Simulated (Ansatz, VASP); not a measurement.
CeO2 in VASP and in Ansatz

```
CELL_PARAMETERS angstrom
0.00000 2.73207 2.73207
2.73207 0.00000 2.73207
2.73207 2.73207 0.00000
ATOMIC_POSITIONS crystal
Ce 0.00000 0.00000 0.00000
O 0.25000 0.25000 0.25000
O 0.75000 0.75000 0.75000
```

Alike in both runs: functional PBE; k mesh 12 × 12 × 12; occupations gaussian, width 0.02 eV; no spin polarisation.

Ansatz relaxed the structure, and its values are those at the end. VASP's run is a single point on that final structure, the one shown.

```csv
,VASP,Ansatz
version,VASP 6.6.1,Ansatz 0.2.0
potentials or method,"VASP PAW PBE potentials, release 64 (Ce, O), cutoff 520 eV","scalar-relativistic, plane waves, PAW"
valence electrons in the cell,24,24
```

```tsv
	VASP	Ansatz	Ansatz less VASP
gap on the k mesh at the Fermi level (eV)	1.86	1.90	+0.035
least direct gap on the mesh (eV)	1.96	2.00	+0.036
pressure (GPa)	0.1	0.0	-0.07
```

The functional is the same, so the differences come from potentials, cutoffs and numerics.

Neither program's run includes spin-orbit coupling.
